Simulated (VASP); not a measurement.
# Si2Mo (MoSi2 type) (I4/mmm) in VASP: a series of runs

Si2Mo (MoSi2 type) is run at these levels: PBE; tasks: single point.

All numbers are computed with VASP 6.6.1; they aren't measurements. Logs are shortened: lines on timing, memory, paths and dates and some standing lists are left out, and cuts for length are marked.

### 1 The cell of the first run

The structure is tetragonal, space group I4/mmm (No. 139). The conventional cell has a = 2.966 Å, b = 2.966 Å, c = 7.393 Å, α = 90.00°, β = 90.00°, γ = 90.00°. Mo (site symmetry 4/mmm) has 10 Si at 2.44 to 2.46 Å and 4 Mo at 2.97 Å within 3.2 Å. Si (site symmetry 4mm) has 9 Si at 2.42 to 2.97 Å and 5 Mo at 2.44 to 2.46 Å within 3.2 Å.

### 2 Single point, PBE

INCAR

```
PREC     = Accurate       # precision mode
ENCUT    = 520            # plane-wave cutoff, eV
EDIFF    = 1E-6           # SCF threshold, eV
ISMEAR   = -1             # smearing method
SIGMA    = 0.1            # smearing width, eV
LREAL    = F              # projectors in reciprocal space
LASPH    = T              # aspherical terms in the spheres
NELM     = 60             # most SCF steps
ALGO     = Normal         # electronic algorithm
ISIF     = 2              # what is computed and relaxed
LWAVE    = F              # write WAVECAR
LCHARG   = F              # write CHGCAR
GGA      = PE             # functional
NBANDS   = 18             # bands
```

KPOINTS

```
regular mesh
0
Gamma
  15 15 15
```

POSCAR

```
Si2Mo
1.0
   -1.4830267687      1.4830267687      3.6962761708
    1.4830267687     -1.4830267687      3.6962761708
    1.4830267687      1.4830267687     -3.6962761708
Mo Si
1 2
Direct
    0.0000000000      0.0000000000      0.0000000000
    0.3322745542      0.3322745542      0.0000000000
   -0.3322745542     -0.3322745542      0.0000000000
```

Potentials or basis: VASP PAW PBE potentials, release 64 (Mo_sv, Si).

Started as:

```sh
$ cat potpaw_PBE.64/Mo_sv/POTCAR potpaw_PBE.64/Si/POTCAR > POTCAR
$ mpirun -np 1 vasp_std > vasp.out
```

OUTCAR:

```text
PREC = Accurate
   ENCUT = 520
   EDIFF = 1E-6
   ISMEAR = -1
   LREAL = F
   LASPH = T
   NELM = 60
   ISIF = 2
   GGA = PE

 ion  position               nearest neighbor table
   1  0.000  0.000  0.000-   3 2.44   3 2.44   3 2.44   2 2.44   2 2.44   2 2.44   3 2.44   2 2.44
                             2 2.46   3 2.46
   2  0.332  0.332  0.000-   3 2.42   3 2.42   3 2.42   3 2.42   1 2.44   1 2.44   1 2.44   1 2.44
                             1 2.46   3 2.48
   3  0.668  0.668  0.000-   2 2.42   2 2.42   2 2.42   2 2.42   1 2.44   1 2.44   1 2.44   1 2.44
                             1 2.46   2 2.48

  LATTYP: Found a body centered tetragonal cell.
 ALAT       =     2.9660535374
 C/A-ratio  =     2.4923866843

  Lattice vectors:

 A1 = (  -1.4830267687,   1.4830267687,   3.6962761708)
 A2 = (   1.4830267687,  -1.4830267687,   3.6962761708)
 A3 = (   1.4830267687,   1.4830267687,  -3.6962761708)

Analysis of symmetry for initial positions (statically):
=====================================================================
 Subroutine PRICEL returns:
 Original cell was already a primitive cell.

 Routine SETGRP: Setting up the symmetry group for a
 body centered tetragonal supercell.

 Subroutine GETGRP returns: Found 16 space group operations
 (whereof 16 operations were pure point group operations)
 out of a pool of 16 trial point group operations.

The static configuration has the point symmetry D_4h.

Analysis of symmetry for dynamics (positions and initial velocities):
=====================================================================
 Subroutine PRICEL returns:
 Original cell was already a primitive cell.

 Routine SETGRP: Setting up the symmetry group for a
 body centered tetragonal supercell.

 Subroutine GETGRP returns: Found 16 space group operations
 (whereof 16 operations were pure point group operations)
 out of a pool of 16 trial point group operations.

The dynamic configuration has the point symmetry D_4h.

 Subroutine INISYM returns: Found 16 space group operations
 (whereof 16 operations are pure point group operations),
 and found     1 'primitive' translations

----------------------------------------------------------------------------------------

                                     Primitive cell

  volume of cell :      32.5179

  direct lattice vectors                    reciprocal lattice vectors
    -1.483026769  1.483026769  3.696276171     0.000000000  0.337148331  0.135271278
     1.483026769 -1.483026769  3.696276171     0.337148331  0.000000000  0.135271278
     1.483026769  1.483026769 -3.696276171     0.337148331  0.337148331  0.000000000

  length of vectors
     4.249846388  4.249846388  4.249846388     0.363273059  0.363273059  0.476799742

  position of ions in fractional coordinates (direct lattice)
     0.000000000  0.000000000  0.000000000
     0.332274554  0.332274554  0.000000000
     0.667725446  0.667725446  0.000000000

  ion indices of the primitive-cell ions
   primitive index   ion index
                 1           1
                 2           2
                 3           3

----------------------------------------------------------------------------------------

 KPOINTS: regular mesh

Automatic generation of k-mesh.
 Grid dimensions read from file:
 generate k-points for:   15   15   15

 Generating k-lattice:

  Cartesian coordinates                     Fractional coordinates (reciprocal lattice)
     0.000000000  0.022476555  0.009018085     0.066666667 -0.000000000  0.000000000
     0.022476555  0.000000000  0.009018085    -0.000000000  0.066666667  0.000000000
     0.022476555  0.022476555  0.000000000     0.000000000  0.000000000  0.066666667

  Length of vectors
     0.024218204  0.024218204  0.031786649

  Shift w.r.t. Gamma in fractional coordinates (k-lattice)
     0.000000000  0.000000000  0.000000000

 Subroutine IBZKPT returns following result:
 ===========================================

 Found    288 irreducible k-points:

 Following reciprocal coordinates:
            Coordinates               Weight
  0.000000  0.000000  0.000000      1.000000
  0.066667  0.000000  0.000000      8.000000
  0.133333  0.000000 -0.000000      8.000000
  0.200000  0.000000  0.000000      8.000000
  0.266667  0.000000 -0.000000      8.000000
  0.333333  0.000000 -0.000000      8.000000
[... 16 lines left out ...]
  0.133333  0.133333  0.000000      8.000000
  0.200000  0.133333 -0.000000     16.000000
 [... further k-points ...]
   k-points           NKPTS =    288   k-points in BZ     NKDIM =    288   number of bands    NBANDS=     18
   number of dos      NEDOS =    301   number of ions     NIONS =      3
   total plane-waves  NPLWV =  32768
   dimension x,y,z NGX =    32 NGY =   32 NGZ =   32
   dimension x,y,z NGXF=    64 NGYF=   64 NGZF=   64
   ions per type =               1   2
   NGX,Y,Z   is equivalent  to a cutoff of  12.52, 12.52, 12.52 a.u.
   NGXF,Y,Z  is equivalent  to a cutoff of  25.04, 25.04, 25.04 a.u.
 SYSTEM =  unknown system
   PREC   = accura    normal or accurate (medium, high low for compatibility)
   ISTART =      0    job   : 0-new  1-cont  2-samecut
   ICHARG =      2    charge: 1-file 2-atom 10-const
   ISPIN  =      1    spin polarized calculation?
   LNONCOLLINEAR =      F non collinear calculations
   LSORBIT =      F    spin-orbit coupling
   LASPH  =      T    aspherical Exc in radial PAW
   ENCUT  =  520.0 eV  38.22 Ry    6.18 a.u.   7.90  7.90  7.90*2*pi/ulx,y,z
   NELM   =     60;   NELMIN=  2; NELMDL= -5     # of ELM steps
   EDIFF  = 0.1E-05   stopping-criterion for ELM
   LREAL  =      F    real-space projection
   EDIFFG = 0.1E-04   stopping-criterion for IOM
   NSW    =      0    number of steps for IOM
   IBRION =     -1    ionic relax: 0-MD 1-quasi-New 2-CG
   NFREE  =      0    steps in history (QN), initial steepest desc. (CG)
   ISIF   =      2    stress and relaxation
   ISYM   =      2    0-nonsym 1-usesym 2-fastsym
   POTIM  = 0.5000    time-step for ionic-motion
   TEBEG  =    0.0;   TEEND  =   0.0 temperature during run
   PSTRESS=    0.0 pullay stress
   NELECT =      22.0000    total number of electrons
   NUPDOWN=      -1.0000    fix difference up-down
   EMIN   =  10.00;   EMAX   =-10.00  energy-range for DOS
   EFERMI =   0.00;   METHOD = LEGACY
   ISMEAR =    -1;   SIGMA  =   0.10  broadening in eV -4-tet -1-fermi 0-gaus
   EFERMI_NEDOS =   21; number of points for ismear=-14 and -15
   IALGO  =     38    algorithm
   IMIX   =      4    mixing-type and parameters
     AMIX     =   0.40;   BMIX     =  1.00
     AMIX_MAG =   1.60;   BMIX_MAG =  1.00
  volume/ion in A,a.u.               =      10.84        73.15
  Fermi-wavevector in a.u.,A,eV,Ry     =   1.437170  2.715858 28.102272  2.065459
  Thomas-Fermi vector in A             =   2.556278
   LORBIT       =      0    0 simple, 1 ext, 2 COOP (PROOUT), +10 PAW based schemes
   GGA     = PE    functional components
   LHFCALC =     F    Hartree Fock is set to
   AEXX    =    0.0000 exact exchange contribution
   IVDW    =     0    specifies the selected vdW correction
   LEPSILON=     F    determine dielectric tensor
   LRPA    =     F    only Hartree local field effects (RPA)
 non-spin polarized calculation
  energy-cutoff  :      520.00
  volume of cell :       32.52
 maximum number of plane-waves:       896
   NGX = 15   NGY = 15   NGZ = 15

 number of electron      22.0000000 magnetization

 Free energy of the ion-electron system (eV)
  ---------------------------------------------------
  ext. energy  EPLUGINS =         0.00000000
  ---------------------------------------------------
  free energy    TOTEN  =       -21.67334649 eV

  energy without entropy =      -21.66503791  energy(sigma->0) =      -21.66919220

 E-fermi :  15.7414     XC(G=0): -13.4744

 val. band max:       15.7225075101   @ k =  -0.3333  -0.3333   0.2667
 cond. band min:      15.7427278584   @ k =  -0.1333  -0.1333   0.0667
 fundamental gap:      0.0202203483
 Fermi energy:        15.7413552634

 k-point     1 :       0.0000    0.0000    0.0000
  band No.  band energies     occupation
      1     -44.7388      2.00000
      2     -19.1103      2.00000
      3     -18.8083      2.00000
      4     -18.8083      2.00000
      5       0.5410      2.00000
      6       7.9683      2.00000
[... 10 lines left out ...]
     17      22.0595      0.00000
     18      22.0595      0.00000

 k-point     2 :       0.0667    0.0000    0.0000
  band No.  band energies     occupation
      1     -44.7366      2.00000
      2     -19.1083      2.00000
      3     -18.8350      2.00000
      4     -18.8058      2.00000
      5       0.6403      2.00000
      6       8.0132      2.00000
[... 10 lines left out ...]
     17      22.1347      0.00000
     18      22.6065      0.00000

 k-point     3 :       0.1333    0.0000   -0.0000
  band No.  band energies     occupation
      1     -44.7301      2.00000
      2     -19.1026      2.00000
      3     -18.9097      2.00000
      4     -18.7988      2.00000
      5       0.9329      2.00000
      6       8.1238      2.00000
[... 10 lines left out ...]
     17      22.6146      0.00000
     18      23.6500      0.00000

 k-point     4 :       0.2000    0.0000    0.0000
  band No.  band energies     occupation
      1     -44.7205      2.00000
      2     -19.0945      2.00000
      3     -19.0178      2.00000
      4     -18.7885      2.00000
      5       1.4043      2.00000
      6       8.1910      2.00000
[... 375 lines left out ...]
      4     -18.8298      2.00000
      5       0.7097      2.00000
      6       8.1323      2.00000
[... 10 lines left out ...]
     17      22.1841      0.00000
     18      22.8608      0.00000

 k-point    23 :       0.1333    0.1333    0.0000
  band No.  band energies     occupation
      1     -44.7213      2.00000
      2     -19.0993      2.00000
      3     -18.9068      2.00000
      4     -18.8912      2.00000
      5       1.4161      2.00000
      6       7.9279      2.00000
[... 10 lines left out ...]
     17      23.5786      0.00000
     18      23.6754      0.00000

 k-point    24 :       0.2000    0.1333   -0.0000
  band No.  band energies     occupation
      1     -44.7118      2.00000
      2     -19.0921      2.00000
      3     -19.0063      2.00000
      4     -18.8864      2.00000
      5       1.9110      2.00000
      6       7.8499      2.00000
[... 10 lines left out ...]
     17      23.3343      0.00000
     18      24.7153      0.00000

 [... further k-points ...]
[... 5 lines left out ...]
  --------------------------------------------------------------------------------------
  -------------------------------------------------------------------------------------
  Total       15.2966664     15.2966664     15.2927675      0.0000000      0.0000000      0.0000000
  in kB      753.6765336    753.6765336    753.4844317      0.0000000      0.0000000      0.0000000
  external PRESSURE =     753.6124996 kB  Pullay stress =       0.0000000 kB

 VOLUME and BASIS-vectors are now :
 -----------------------------------------------------------------------------
  energy-cutoff  :      520.00
  volume of cell :       32.52
      direct lattice vectors                 reciprocal lattice vectors
    -1.483026769  1.483026769  3.696276171     0.000000000  0.337148331  0.135271278
     1.483026769 -1.483026769  3.696276171     0.337148331  0.000000000  0.135271278
     1.483026769  1.483026769 -3.696276171     0.337148331  0.337148331  0.000000000

 POSITION                                       TOTAL-FORCE (eV/Angst)
 -----------------------------------------------------------------------------------
      0.00000      0.00000      0.00000        -0.000000     -0.000000      0.000000
      0.00000      0.00000      2.45636         0.000000      0.000000     -0.014238
      0.00000      0.00000      4.93620        -0.000000     -0.000000      0.014238
 -----------------------------------------------------------------------------------
    total drift:                               -0.000000      0.000000     -0.000000

  FREE ENERGIE OF THE ION-ELECTRON SYSTEM (eV)
  ---------------------------------------------------
  free  energy   TOTEN  =       -21.6733464902 eV

  energy  without entropy=      -21.6650379067  energy(sigma->0) =      -21.66919220
```

It took 2.8 min on 1 thread of Intel Xeon 8259CL, shared host; peak memory 0.3 GiB.

Results:

```
Free energy            : -21.6733 eV
Pressure               : 75.4 GPa
Largest force          : 0.014 eV/Å
Band gap on the k mesh : zero (bands 11 and 12 overlap by 1.16 eV)
```

Forces on the atoms (eV/Å):
```
Mo   0.000  0.000  0.000
Si   0.000  0.000 -0.014
Si   0.000  0.000  0.014
```

Caveat: the cell stands under pressure.

### 3 Single point, PBE

INCAR

```
  PREC = Accurate
  ENCUT = 520
  EDIFF = 1E-6
  ISMEAR = -1
  SIGMA = 0.1
  LREAL = F
  LASPH = T
  NELM = 60
  ALGO = Normal
  ISIF = 2
  LWAVE = F
  LCHARG = T
  GGA = PE
  LELF = T
  LVHAR = T
  NBANDS = 18
```

KPOINTS is that of step 2.

POSCAR

```
Si2Mo
1.0
   -1.4829558675      1.4829558675      3.6961253473
    1.4829558675     -1.4829558675      3.6961253473
    1.4829558675      1.4829558675     -3.6961253473
Mo Si
1 2
Direct
    0.0000000000      0.0000000000      0.0000000000
    0.3322674927      0.3322674927      0.0000000000
   -0.3322674927     -0.3322674927      0.0000000000
```

Potentials or basis: VASP PAW PBE potentials, release 64 (Mo_sv, Si).

Started as:

```sh
$ cat potpaw_PBE.64/Mo_sv/POTCAR potpaw_PBE.64/Si/POTCAR > POTCAR
$ mpirun -np 1 vasp_std > vasp.out
```

Wall time 2.7 min (1 thread of Intel Xeon 8259CL, shared host); peak memory 0.3 GiB.

The run converged. Its results:

```
Free energy            : -21.6713 eV
Pressure               : 75.4 GPa
Largest force          : 0.013 eV/Å
Band gap on the k mesh : zero (bands 11 and 12 overlap by 1.16 eV)
```

Forces on the atoms (eV/Å):
```
Mo   0.000  0.000  0.000
Si   0.000  0.000 -0.013
Si   0.000  0.000  0.013
```

Levels at points of the mesh, in eV from the Fermi level:
| k point | band 8 | band 9 | band 10 | band 11 | band 12 | band 13 | band 14 | band 15 |
| --- | --- | --- | --- | --- | --- | --- | --- | --- |
| (0.00, 0.00, 0.00) | -3.31 | -3.23 | -3.23 | 0.63 | 2.22 | 4.54 | 4.54 | 4.68 |

Caveat: the cell stands under pressure.

The gap in the log of VASP goes by the Fermi energy; the results here count the filled bands.